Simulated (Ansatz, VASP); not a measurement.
# NaI in VASP and in Ansatz

```
Na I
1.0
     0.01600    3.20825    3.20825
     3.20825    0.01600    3.20825
     3.20825    3.20825    0.01600
Na I
1 1
Direct
  0.00000 0.00000 0.00000
  0.50000 0.50000 0.50000
```

Change from the starting cell: equal xy, yz and zx engineering shears of +0.5 %.

Alike in both runs: task relaxation of the atoms; functional PBEsol; k mesh 8 × 8 × 8; no spin polarisation.

|  | VASP | Ansatz |
| --- | --- | --- |
| version | VASP 6.6.1 | Ansatz 0.2.0 |
| potentials or method | VASP PAW PBE potentials, release 64 (Na_pv, I), cutoff 520 eV | all-electron LAPW, scalar-relativistic |
| occupations | gaussian, width 0.01 eV | fixed |

|  | VASP | Ansatz | Ansatz less VASP |
| --- | --- | --- | --- |
| gap on the k mesh at the Fermi level, each at its own relaxed structure (eV) | 3.58 | 3.59 | +0.004 |

VASP's potentials were made for PBE, not for PBEsol. Ansatz ran all-electron here, and VASP with PAW potentials.

Spin-orbit coupling is off throughout. Noted on VASP's run: the relaxation stopped at its first step, so nothing moved.
